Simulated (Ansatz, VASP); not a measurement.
**One calculation of MnO2, two programs**

```xyz
3
Lattice="2.8566 0.0000 0.0000 -1.4283 2.4739 0.0000 0.0000 0.0000 4.6014" Properties=species:S:1:pos:R:3 pbc="T T T"
Mn    0.0000    0.0000    2.3007
O     0.0000    1.6492    3.2499
O     1.4283    0.8246    1.3515
```

Alike in both runs: task single point; functional PBEsol; k mesh 11 × 11 × 6; occupations gaussian, width 0.1 eV; collinear spin.

|  | VASP | Ansatz |
| --- | --- | --- |
| version | VASP 6.6.1 | Ansatz 0.2.0 |
| potentials or method | VASP PAW PBE potentials, release 64 (Mn_sv, O) | Ansatz PAW |
| plane-wave cutoff (eV) | 600 | 420 |
| valence electrons in the cell | 27 | 27 |

|  | VASP | Ansatz | Ansatz less VASP |
| --- | --- | --- | --- |
| gap on the k mesh at the Fermi level (eV) | 0.72 | 0.73 | +0.014 |
| least direct gap on the mesh (eV) | 0.77 | 0.79 | +0.016 |
| pressure (GPa) | -3.2 | -2.2 | +1.06 |
| traceless stress, the component that is largest in VASP (GPa) | 1.41 | 1.58 | +0.168 |
| rms of the force components (eV/Å) | 0.081 | 0.077 | -0.0035 |
| net moment per atom (μB) | 1.00 | 1.00 | 0.000 |
| size of the moment on the site where the two differ most (μB) | 2.72 | 2.49 | -0.232 |

VASP's potentials were made for PBE, not for PBEsol. Site moments also hang on the region over which each program counts them. Atom by atom the forces differ by 0.004 eV/Å (rms over components). With one functional, cell and mesh, what is left measures potentials, basis and numerics.

Noted on Ansatz's run: odd divisions of the mesh miss points on the zone boundary, where band edges often lie, so the gap on the mesh can be too wide.
